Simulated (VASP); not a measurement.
# Al2GaN3 (Cm) in VASP: a series of runs

Al2GaN3 is run at these levels: PBEsol; tasks: single point.

Program: VASP 6.6.1. These are calculated values, not measurements. Logs are shortened: lines on timing, memory, paths and dates and some standing lists are left out, and cuts for length are marked.

## 1. The cell of the first run

The structure is monoclinic, space group Cm (No. 8). Conventional cell: a = 11.257 Å, b = 3.073 Å, c = 7.495 Å, α = 90.00°, β = 104.35°, γ = 90.00°. Within 2.5 Å of Al (site symmetry m) lie 4 N at 1.87 to 1.89 Å. Al (site symmetry m) has 4 N at 1.87 to 1.92 Å within 2.5 Å. Within 2.5 Å of Al (site symmetry m) lie 4 N at 1.87 to 1.92 Å. Within 2.5 Å of Al (site symmetry m) lie 4 N at 1.87 to 1.92 Å. Ga (site symmetry m) has 4 N at 1.91 to 1.93 Å within 2.5 Å. Within 2.5 Å of Ga (site symmetry m) lie 4 N at 1.92 to 1.93 Å. N (site symmetry m) has 3 Al at 1.87 to 1.92 Å and 1 Ga at 1.93 Å within 2.5 Å. Within 2.5 Å of N (site symmetry m) lie 3 Al at 1.87 to 1.92 Å and 1 Ga at 1.93 Å.

## 2. Single point, PBEsol (biaxial strain in the a-b plane: -2.0 %)

Input file INCAR:

```
ALGO = Normal ; EDIFF = 1E-6
ENCUT = 520 ; GGA = PS
ISIF = 2 ; ISMEAR = 0
LASPH = T ; LCHARG = F
LREAL = F ; LWAVE = F
NBANDS = 46 ; NELM = 100
PREC = Accurate ; SIGMA = 0.02
```

Input file KPOINTS:

```
k-points
0
Gamma
  8 8 4
```

Input file POSCAR:

```
Al2GaN3
1.0
    5.6283449230     -1.5365200518      0.0008933543
    5.6283449230      1.5365200518      0.0008933543
   -1.8583251957      0.0000000000      7.2614629647
Al Ga N
4 2 6
Direct
    0.9442094829      0.9442094829      0.3892317946
    0.8889313903      0.8889313903      0.7767015034
    0.2231418107      0.2231418107      0.4445132115
    0.5540491769      0.5540491769      0.1130296850
    0.2770821303      0.2770821303      0.0576223522
    0.6096504594      0.6096504594      0.7217877029
    0.1476133209      0.1476133209      0.1850004131
    0.4816489577      0.4816489577      0.8524466909
    0.8183309530      0.8183309530      0.5150587639
    0.7644028745      0.7644028745      0.9017209729
    0.0952971029      0.0952971029      0.5647077555
    0.4310073403      0.4310073403      0.2429801442
```

Potentials or basis: VASP PAW PBE potentials, release 64 (Al, Ga_d, N).

Run with:

```
$ cat potpaw_PBE.64/Al/POTCAR potpaw_PBE.64/Ga_d/POTCAR potpaw_PBE.64/N/POTCAR > POTCAR
$ mpirun -np 1 vasp_std > vasp.out
```

OUTCAR:

```text
EDIFF = 1E-6
   ENCUT = 520
   GGA = PS
   ISIF = 2
   ISMEAR = 0
   LASPH = T
   LREAL = F
   NELM = 100
   PREC = Accurate

 ion  position               nearest neighbor table
   1  0.944  0.944  0.389-  12 1.87  12 1.87  11 1.87   9 1.89   3 3.04   3 3.04   3 3.06   4 3.07
                             4 3.07   2 3.12   6 3.12   6 3.12   5 3.12   5 3.12
   2  0.889  0.889  0.777-   8 1.87   8 1.87  10 1.87   9 1.92   6 3.03   6 3.03   6 3.07   5 3.11
                             5 3.11   1 3.12   3 3.12   3 3.12   4 3.14   4 3.14
   3  0.223  0.223  0.445-   9 1.87   9 1.87  11 1.88   7 1.92   1 3.04   1 3.04   1 3.06   6 3.10
                             6 3.10   5 3.11   2 3.12   2 3.12   4 3.13   4 3.13
   4  0.554  0.554  0.113-   7 1.87   7 1.87  12 1.88   8 1.92   5 3.04   5 3.06   5 3.06   1 3.07
                             1 3.07   3 3.13   3 3.13   2 3.14   2 3.14
   5  0.277  0.277  0.058-  10 1.91  10 1.91   7 1.93  12 1.93   4 3.04   4 3.06   4 3.06   3 3.11
                             2 3.11   2 3.11   1 3.12   1 3.12
   6  0.610  0.610  0.722-  11 1.92  11 1.92  10 1.92   8 1.93   2 3.03   2 3.03   2 3.07   3 3.10
                             3 3.10   1 3.12   1 3.12
   7  0.148  0.148  0.185-   4 1.87   4 1.87   3 1.92   5 1.93
   8  0.482  0.482  0.852-   2 1.87   2 1.87   4 1.92   6 1.93
   9  0.818  0.818  0.515-   3 1.87   3 1.87   1 1.89   2 1.92
  10  0.764  0.764  0.902-   2 1.87   5 1.91   5 1.91   6 1.92
  11  0.095  0.095  0.565-   1 1.87   3 1.88   6 1.92   6 1.92
  12  0.431  0.431  0.243-   1 1.87   1 1.87   4 1.88   5 1.93

  LATTYP: Found a base centered monoclinic cell.
 ALAT       =    11.2566899878
 B/A-ratio  =     0.2729967785
 C/A-ratio  =     0.6658688988
 COS(beta)  =    -0.2477723456

  Lattice vectors:

 A1 = (   5.6283449230,  -1.5365200518,   0.0008933543)
 A2 = (   5.6283449230,   1.5365200518,   0.0008933543)
 A3 = (  -1.8583251957,   0.0000000000,   7.2614629647)

Analysis of symmetry for initial positions (statically):
=====================================================================
 Subroutine PRICEL returns:
 Original cell was already a primitive cell.

 Routine SETGRP: Setting up the symmetry group for a
 base centered monoclinic supercell.

 Subroutine GETGRP returns: Found  2 space group operations
 (whereof  2 operations were pure point group operations)
 out of a pool of  4 trial point group operations.

The static configuration has the point symmetry C_1h.

Analysis of symmetry for dynamics (positions and initial velocities):
=====================================================================
 Subroutine PRICEL returns:
[... 145 lines left out ...]
   EFERMI_NEDOS =   21; number of points for ismear=-14 and -15
   IALGO  =     38    algorithm
   IMIX   =      4    mixing-type and parameters
     AMIX     =   0.40;   BMIX     =  1.00
     AMIX_MAG =   1.60;   BMIX_MAG =  1.00
  volume/ion in A,a.u.               =      10.47        70.63
  Fermi-wavevector in a.u.,A,eV,Ry     =   1.334282  2.521427 24.222561  1.780308
  Thomas-Fermi vector in A             =   2.463075
   LORBIT       =      0    0 simple, 1 ext, 2 COOP (PROOUT), +10 PAW based schemes
   GGA     = PS    functional components
   LHFCALC =     F    Hartree Fock is set to
   AEXX    =    0.0000 exact exchange contribution
   IVDW    =     0    specifies the selected vdW correction
   LEPSILON=     F    determine dielectric tensor
   LRPA    =     F    only Hartree local field effects (RPA)
 non-spin polarized calculation
 Gauss-broadening in eV      SIGMA  =   0.02
  energy-cutoff  :      520.00
  volume of cell :      125.60
 maximum number of plane-waves:      3411
 NGX is ok and might be reduce to    48
   NGX = 21   NGY = 21   NGZ = 27

 number of electron      68.0000006 magnetization

 Free energy of the ion-electron system (eV)
  ---------------------------------------------------
  ext. energy  EPLUGINS =         0.00000000
  ---------------------------------------------------
  free energy    TOTEN  =       -88.67569527 eV

  energy without entropy =      -88.67569527  energy(sigma->0) =      -88.67569527

 E-fermi :   6.2796     XC(G=0): -11.5266

 val. band max:        6.1179954855   @ k =   0.0000   0.0000   0.0000
 cond. band min:       9.5166374580   @ k =   0.0000   0.0000   0.0000
 fundamental gap:      3.3986419725
 Fermi energy:         6.2795732011

 k-point     1 :       0.0000    0.0000    0.0000
  band No.  band energies     occupation
      1      -9.6219      2.00000
      2      -8.6001      2.00000
      3      -8.2942      2.00000
      4      -8.0723      2.00000
      5      -7.8657      2.00000
      6      -7.4607      2.00000
[... 1165 lines left out ...]
     45      15.5059      0.00000
     46      15.8726      0.00000

 [... further k-points ...]

------------------------ aborting loop because EDIFF is reached ----------------------------------------

  FORCE on cell =-STRESS in cart. coord.  units (eV):
  Direction    XX          YY          ZZ          XY          YZ          ZX
  --------------------------------------------------------------------------------------
  -------------------------------------------------------------------------------------
  Total        6.7553317      7.6479089     -0.3156153      0.0000000      0.0000000     -0.6772731
  in kB       86.1720776     97.5579326     -4.0260385      0.0000000      0.0000000     -8.6394030
  external PRESSURE =      59.9013239 kB  Pullay stress =       0.0000000 kB

 VOLUME and BASIS-vectors are now :
 -----------------------------------------------------------------------------
  energy-cutoff  :      520.00
  volume of cell :      125.60
      direct lattice vectors                 reciprocal lattice vectors
     5.628344923 -1.536520052  0.000893354     0.088832454 -0.325410657  0.022733654
     5.628344923  1.536520052  0.000893354     0.088832454  0.325410657  0.022733654
    -1.858325196  0.000000000  7.261462965    -0.000021858  0.000000000  0.137707702

 POSITION                                       TOTAL-FORCE (eV/Angst)
 -----------------------------------------------------------------------------------
      9.90535      0.00000      2.82808         0.088083      0.000000      0.037102
      8.56306      0.00000      5.64158        -0.104770      0.000000     -0.353099
      1.68579      0.00000      3.22821        -0.094548      0.000000     -0.335867
      6.02671      0.00000      0.82175        -0.137963      0.000000     -0.341645
      3.01195      0.00000      0.41892         0.088931      0.000000      0.017405
      5.52133      0.00000      5.24232         0.081579      0.000000      0.013135
      1.31785      0.00000      1.34364         0.148763      0.000000      0.370129
      3.83765      0.00000      6.19087         0.168450      0.000000      0.370699
      8.25455      0.00000      3.74154         0.136506      0.000000      0.374811
      6.92896      0.00000      6.54918        -0.127853      0.000000     -0.033226
      0.02332      0.00000      4.10077        -0.116800      0.000000     -0.032230
      4.40018      0.00000      1.76516        -0.130378      0.000000     -0.087215
 -----------------------------------------------------------------------------------
    total drift:                               -0.000108     -0.000000      0.000262

  FREE ENERGIE OF THE ION-ELECTRON SYSTEM (eV)
  ---------------------------------------------------
  free  energy   TOTEN  =       -88.6756952733 eV

  energy  without entropy=      -88.6756952733  energy(sigma->0) =      -88.67569527
```

OSZICAR:

```text
N       E                     dE             d eps       ncg     rms          rms(c)
DAV:   1     0.686027240074E+03    0.68603E+03   -0.30081E+04  8224   0.201E+03
DAV:   2     0.288509973257E+02   -0.65718E+03   -0.60646E+03  8172   0.585E+02
DAV:   3    -0.932200904883E+02   -0.12207E+03   -0.11962E+03  7864   0.181E+02
DAV:   4    -0.101607603587E+03   -0.83875E+01   -0.83148E+01 10024   0.524E+01
DAV:   5    -0.101817080710E+03   -0.20948E+00   -0.20859E+00  8898   0.822E+00    0.199E+01
DAV:   6    -0.886159280829E+02    0.13201E+02   -0.41646E+01 11988   0.589E+01    0.653E+00
DAV:   7    -0.888000914715E+02   -0.18416E+00   -0.50722E+00  8236   0.116E+01    0.493E+00
DAV:   8    -0.887107233813E+02    0.89368E-01   -0.64192E-01 10390   0.844E+00    0.106E+00
DAV:   9    -0.886744470295E+02    0.36276E-01   -0.15920E-01 11160   0.569E+00    0.421E-01
DAV:  10    -0.886754183059E+02   -0.97128E-03   -0.18330E-02  8240   0.742E-01    0.206E-01
DAV:  11    -0.886757104846E+02   -0.29218E-03   -0.16027E-03 11592   0.358E-01    0.545E-02
DAV:  12    -0.886756897961E+02    0.20689E-04   -0.24832E-04  9922   0.192E-01    0.309E-02
DAV:  13    -0.886756956270E+02   -0.58309E-05   -0.63993E-05  8752   0.538E-02    0.111E-02
DAV:  14    -0.886756952733E+02    0.35372E-06   -0.55295E-06  8844   0.438E-02
   1 F= -.88675695E+02 E0= -.88675695E+02  d E =-.198843E-32
```

stdout:

```text
POSCAR found type information on POSCAR AlGaN
 POSCAR found :  3 types and      12 ions
 scaLAPACK will be used
 -----------------------------------------------------------------------------
|                                                                             |
|                                                                             |
|     You enforced a specific xc type in the INCAR file but a different       |
|     I HOPE YOU KNOW WHAT YOU ARE DOING!                                     |
|                                                                             |
 -----------------------------------------------------------------------------

 LDA part: xc-table for (Slater+PW92), standard interpolation
 POSCAR, INCAR and KPOINTS ok, starting setup
 FFT: planning ... GRIDC
 FFT: planning ... GRID_SOFT
 FFT: planning ... GRID
 WAVECAR not read
 entering main loop
```

It took 16 min on 1 thread of Oxide Virtual Turin-like, shared host; peak memory 0.55 GiB.

What came out:

```yaml
Free_energy: -88.6757 eV
Pressure: 6.0 GPa
Largest_force: 0.407 eV/Å
Band_gap_on_the_k_mesh: 3.40 eV
```

Forces on the atoms (eV/Å):
```
Al   0.088  0.000  0.037
Al  -0.105  0.000 -0.353
Al  -0.095  0.000 -0.336
Al  -0.138  0.000 -0.342
Ga   0.089  0.000  0.017
Ga   0.082  0.000  0.013
N    0.149  0.000  0.370
N    0.168  0.000  0.371
N    0.137  0.000  0.375
N   -0.128  0.000 -0.033
N   -0.117  0.000 -0.032
N   -0.130  0.000 -0.087
```

Levels at points of the mesh, in eV from the valence-band top:
| k point | band 31 | band 32 | band 33 | band 34 | band 35 | band 36 | band 37 | band 38 |
| --- | --- | --- | --- | --- | --- | --- | --- | --- |
| (0.00, 0.00, 0.00) | -0.86 | -0.30 | -0.04 | 0.00 | 3.40 | 5.17 | 5.48 | 5.87 |
| (0.50, 0.00, 0.00) | -1.73 | -1.50 | -1.41 | -1.32 | 4.68 | 5.03 | 5.46 | 5.67 |
| (0.50, 0.50, 0.00) | -0.86 | -0.82 | -0.52 | -0.34 | 5.42 | 5.46 | 5.65 | 6.07 |
| (0.00, 0.00, 0.50) | -0.54 | -0.45 | -0.32 | -0.11 | 4.67 | 4.84 | 5.22 | 5.31 |
| (0.50, 0.00, 0.50) | -1.99 | -1.15 | -1.00 | -0.92 | 5.13 | 5.38 | 5.54 | 5.72 |
| (0.50, 0.50, 0.50) | -0.80 | -0.61 | -0.47 | -0.20 | 5.20 | 5.27 | 5.67 | 5.97 |

Caveat: the cell differs from its parent crystal (biaxial strain in the a-b plane: -2.0 %); the cell stands under pressure; the PAW data sets were made with another functional, which shifts forces and pressure a little. A k mesh can miss the band edges.

## 3. Single point, PBEsol (biaxial strain in the a-b plane: -2.0 %, then relaxed in part)

Input file INCAR:

```
ALGO = Normal
EDIFF = 1E-6
ENCUT = 520
GGA = PS
ISIF = 2
ISMEAR = 0
LASPH = T
LCHARG = F
LREAL = F
LWAVE = F
NBANDS = 46
NELM = 100
PREC = Accurate
SIGMA = 0.02
```

KPOINTS is that of step 2.

Input file POSCAR:

```
Al2GaN3
1.0
    5.6283428355     -1.5365200518     -0.0049291119
    5.6283428355      1.5365200518     -0.0049291119
   -1.8658393302      0.0000000000      7.2798183763
Al Ga N
4 2 6
Direct
    0.9442426286      0.9442426286      0.3888491479
    0.8886666279      0.8886666279      0.7755892916
    0.2229897939      0.2229897939      0.4433680918
    0.5534544207      0.5534544207      0.1119301815
    0.2768166454      0.2768166454      0.0570171398
    0.6096380790      0.6096380790      0.7212005511
    0.1484915698      0.1484915698      0.1875723525
    0.4828321038      0.4828321038      0.8548931113
    0.8195487786      0.8195487786      0.5177051325
    0.7638136524      0.7638136524      0.9008845277
    0.0948161054      0.0948161054      0.5638459240
    0.4300545944      0.4300545944      0.2419455383
```

Potentials or basis: VASP PAW PBE potentials, release 64 (Al, Ga_d, N).

Run with:

```
$ cat potpaw_PBE.64/Al/POTCAR potpaw_PBE.64/Ga_d/POTCAR potpaw_PBE.64/N/POTCAR > POTCAR
$ mpirun -np 1 vasp_std > vasp.out
```

It took 17 min on 1 thread of Oxide Virtual Turin-like, shared host; peak memory 0.55 GiB.

It converged, with:

```
Free energy            : -88.6947 eV
Pressure               : 5.3 GPa
Largest force          : 0.019 eV/Å
Band gap on the k mesh : 3.37 eV
```

Forces on the atoms (eV/Å):
```
Al   0.000  0.000  0.000
Al  -0.001  0.000 -0.004
Al   0.000  0.000 -0.002
Al  -0.002  0.000 -0.003
Ga   0.002  0.000 -0.005
Ga   0.005  0.000 -0.002
N    0.010  0.000 -0.002
N    0.012  0.000 -0.003
N    0.003  0.000  0.002
N   -0.017  0.000  0.009
N   -0.003  0.000  0.018
N   -0.010  0.000 -0.007
```

Stress tensor (GPa, compression positive):
```
 7.81  0.00 -0.03
 0.00  8.27  0.00
-0.03  0.00 -0.10
```

Levels at points of the mesh, in eV from the valence-band top:
```csv
k point,band 32,band 33,band 34,band 35,band 36,band 37
"(0.00, 0.00, 0.00)",-0.33,-0.03,0.00,3.37,5.15,5.47
"(0.50, 0.00, 0.00)",-1.48,-1.38,-1.30,4.68,5.02,5.41
"(0.50, 0.50, 0.00)",-0.80,-0.51,-0.33,5.39,5.42,5.66
"(0.00, 0.00, 0.50)",-0.45,-0.30,-0.10,4.58,4.80,5.17
"(0.50, 0.00, 0.50)",-1.14,-1.00,-0.94,5.11,5.36,5.51
"(0.50, 0.50, 0.50)",-0.59,-0.50,-0.19,5.18,5.25,5.66
```

Caveat: the cell differs from its parent crystal (biaxial strain in the a-b plane: -2.0 %, then relaxed in part); the cell stands under pressure; the PAW data sets were made with another functional, which shifts forces and pressure a little. A k mesh can miss the band edges.

(Continued in part 2 of 3.)
